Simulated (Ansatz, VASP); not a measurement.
Al: VASP beside Ansatz

```
Al
1.0
     2.80810    0.00000    0.00000
    -1.40405    2.43189    0.00000
     0.00000    0.00000    9.12434
Al
4
Direct
  0.66667 0.33333 0.75000
  0.00000 0.00000 0.50000
  0.33333 0.66667 0.25000
  0.00000 0.00000 0.00000
```

Alike in both runs: task single point; functional r2SCAN; k mesh 11 × 11 × 3; occupations fermi-dirac, width 0.05 eV; no spin polarisation.

|  | VASP | Ansatz |
| --- | --- | --- |
| version | VASP 6.6.1 | Ansatz 0.2.0 |
| potentials or method | VASP PAW PBE potentials, release 64 (Al) | Ansatz PAW |
| plane-wave cutoff (eV) | 520 | 500 |
| valence electrons in the cell | 12 | 12 |

|  | VASP | Ansatz | Ansatz less VASP |
| --- | --- | --- | --- |
| gap on the k mesh at the Fermi level (eV) | none | none | - |
| pressure (GPa) | 2.1 | 2.4 | +0.35 |
| traceless stress, the component that is largest in VASP (GPa) | 1.53 | 1.54 | +0.008 |

VASP's potentials were made for PBE, not for r2SCAN. A gap of «none» marks a metal or a gap that the smearing closes.
